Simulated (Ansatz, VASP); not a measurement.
# One calculation of TlCl, two programs

File POSCAR:

```
TlCl
1.0
    3.6338434493      0.0000000000      0.0000000000
    0.0000000000      3.6338434493      0.0000000000
    0.0000000000      0.0000000000      3.6338434493
Tl Cl
1 1
Direct
    0.0000000000      0.0000000000      0.0000000000
    0.5000000000      0.5000000000      0.5000000000
```

The input INCAR.step1:

```
SYSTEM = TlCl
PREC = Accurate
ENCUT = 550
ISMEAR = 0
SIGMA = 0.01
LREAL = .FALSE.
LASPH = .TRUE.
NELM = 120
NBANDS = 17
GGA = PE
ALGO = Normal
EDIFF = 1E-5
LWAVE = .TRUE.
LCHARG = .FALSE.
GGA_COMPAT = .FALSE.
```

The input INCAR.step2:

```
SYSTEM = TlCl
PREC = Accurate
ENCUT = 550
EDIFF = 1E-6
ISMEAR = 0
SIGMA = 0.01
LREAL = .FALSE.
LASPH = .TRUE.
NELM = 120
ALGO = Normal
ISIF = 2
LWAVE = .FALSE.
LCHARG = .FALSE.
METAGGA = R2SCAN
LMIXTAU = .TRUE.
NBANDS = 17
ISTART = 1
GGA_COMPAT = .FALSE.
```

Contents of KPOINTS:

```
Automatic mesh
0
G
  6 6 6
  0 0 0
```

Input for Ansatz:

```yaml
crystal:
  lattice:
    - [3.63384344927, 0.0, 0.0]
    - [0.0, 3.63384344927, 0.0]
    - [0.0, 0.0, 3.63384344927]
  atoms:
    - { symbol: Tl, position: [0.0, 0.0, 0.0] }
    - { symbol: Cl, position: [0.5, 0.5, 0.5] }
kpoints:
  mp_grid: { grid: [6, 6, 6] }
scf:
  occupations: { method: fixed }
  convergence: { dr2_threshold: 1.0e-10 }
hamiltonian:
  xc: r2scan
  pseudopotentials: { kind: paw }
output:
  forces: true
  stress: true
  eigenstates:
    kpoints:
      - [0.0, 0.0, 0.0]
      - [0.0, 0.0, 0.5]
      - [0.0, 0.5, 0.0]
      - [0.5, 0.0, 0.0]
      - [0.5, 0.5, 0.5]
      - [-0.5, -0.5, 0.0]
      - [-0.5, 0.0, -0.5]
      - [0.0, -0.5, -0.5]
  eigenvalues: true
```

Alike in both runs: task single point; functional r2SCAN; k mesh 6 × 6 × 6; no spin polarisation.

|  | VASP | Ansatz |
| --- | --- | --- |
| version | VASP 6.6.1 | Ansatz 0.2.0 |
| potentials or method | VASP PAW PBE potentials, release 64 (Tl_d, Cl) | PAW with Ansatz's default frozen-core files, scalar-relativistic |
| plane-wave cutoff (eV) | 550 | 500 |
| occupations | gaussian, width 0.01 eV | fixed |
| valence electrons in the cell | 20 | 20 |

|  | VASP | Ansatz | Ansatz less VASP |
| --- | --- | --- | --- |
| gap on the k mesh at the Fermi level (eV) | 2.05 | 2.04 | -0.010 |
| pressure (GPa) | 6.9 | 7.0 | +0.06 |

VASP's potentials were made for PBE, not for r2SCAN.

Spin-orbit coupling is off throughout.
